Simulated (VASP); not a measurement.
Runs of VASP 6.6.1 on SiC. The structure is that of space group F-43m (No. 216), or close to it. The cells are those of the table. 

| cell | gap on the mesh (eV) | pressure (GPa) |
| --- | --- | --- |
| a = 2.954, b = 2.954, c = 2.829 Å, angles 61.4, 61.4, 57.2°, 2 atoms | (c) | 56.6 |
| a = 3.014, b = 3.014, c = 2.952 Å, angles 60.7, 60.7, 58.6°, 2 atoms | 1.04 | 26.6 |
| a = 3.137, b = 3.137, c = 3.075 Å, angles 60.7, 60.7, 58.7°, 2 atoms | 1.18 | -3.7 |
| a = 2.891, b = 2.891, c = 2.829 Å, angles 60.7, 60.7, 58.6°, 2 atoms | 0.86 | (b) |
| a = 3.014, b = 3.014, c = 3.075 Å, angles 59.3, 59.3, 61.3°, 2 atoms | 0.89 | 14.8 |
| a = 3.320 Å, angles 60.0°, 2 atoms | 1.52 | -29.1 |
| a = 2.891, b = 2.891, c = 2.952 Å, angles 59.3, 59.3, 61.4°, 2 atoms | (a) | 56.5 |
| a = 2.829 Å, angles 60.0°, 2 atoms | 1.08 | 96.9 |

Alike in all rows: task single point; level PBE; potentials or basis VASP PAW PBE potentials, release 64 (Si, C); no spin polarisation; k mesh 12 × 12 × 12; cutoff (eV) 520; smearing gaussian 0.05 eV.

Estimate the missing entries.

(a) 0.71; (b) 75.2; (c) 0.65.

Caveats: the cell stands under pressure (at least some runs); the cell stands under tension (at least some runs).

A k mesh can miss the band edges.
